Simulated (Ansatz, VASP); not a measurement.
# One calculation of GaMo, two programs

```
Ga Mo
1.0
     3.11802    0.00000    0.00000
     0.00000    3.11802    0.00000
     0.00000    0.00000    3.11802
Ga Mo
1 1
Direct
  0.50000 0.50000 0.50000
  0.00000 0.00000 0.00000
```

Change from the starting cell: species swapped into the ZnNi type (Pm-3m, No. 221).

Alike in both runs: functional PBE; k mesh 6 × 6 × 6; occupations gaussian, width 0.2 eV; no spin polarisation.

Ansatz relaxed the structure, and its values are those at the end. VASP's run is a single point on that final structure, the one shown.

|  | VASP | Ansatz |
| --- | --- | --- |
| version | VASP 6.6.1 | Ansatz 0.2.0 |
| potentials or method | VASP PAW PBE potentials, release 64 (Ga_d, Mo_sv), cutoff 520 eV | scalar-relativistic, plane waves, PAW |
| valence electrons in the cell | 27 | 27 |

Ansatz gave:

- gap on the k mesh at the Fermi level (eV): none
- pressure (GPa): 0.5

Task: Which values does VASP return?

Result: gap on the k mesh at the Fermi level (eV): none; pressure (GPa): 1.0.

A gap of «none» marks a metal or a gap that the smearing closes.
